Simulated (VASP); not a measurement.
Li5Mg: single point with LDA

Crystal: Li5Mg.

```
Li Mg
1.0
     5.27413    0.00000    0.00000
    -2.63706    4.56753    0.00000
     0.00000    0.00000    5.05320
Li Mg
5 1
Direct
  0.33225 0.00000 0.00000
  0.66667 0.33333 0.50000
  0.66775 0.66775 0.00000
  0.33333 0.66667 0.50000
  0.00000 0.33225 0.00000
  0.00000 0.00000 0.50000
```

| Property | Result |
| --- | --- |
| Program | VASP 6.6.1 |
| Task | single point |
| Functional | LDA |
| Potentials or basis | VASP PAW LDA potentials, release 64 (Li_sv, Mg) |
| Cutoff | 520 eV |
| k mesh | 4 × 4 × 4 |
| Occupations | gaussian, width 0.1 eV |
| Spin | no spin polarisation |
| Dipole correction | no |
| Further INCAR settings | ALGO = Normal; EDIFF = 1e-07; NBANDS = 18 |

The largest force is 0.017 eV/Å.

Forces on the atoms (eV/Å):
```
Li  -0.017  0.000  0.000
Li   0.000  0.000  0.000
Li   0.008  0.014  0.000
Li   0.000  0.000  0.000
Li   0.008 -0.014  0.000
Mg   0.000  0.000  0.000
```

Levels at points of the mesh, in eV from the Fermi level:
| k point | band 6 | band 7 | band 8 | band 9 | band 10 | band 11 |
| --- | --- | --- | --- | --- | --- | --- |
| (0.00, 0.00, 0.00) | -4.34 | -0.39 | 1.03 | 1.03 | 1.34 | 1.83 |
| (0.50, 0.00, 0.00) | -3.34 | -2.38 | -0.37 | 0.61 | 1.26 | 1.44 |
| (0.00, 0.00, 0.50) | -3.58 | -2.61 | 1.72 | 1.72 | 1.93 | 2.20 |
| (0.50, 0.00, 0.50) | -2.60 | -1.41 | -1.36 | -1.16 | 0.27 | 0.57 |

It took 11 s on 1 thread of Intel(R) Xeon(R) 6975P-C (Granite Rapids) (shared host), peak memory 0.19 GiB.
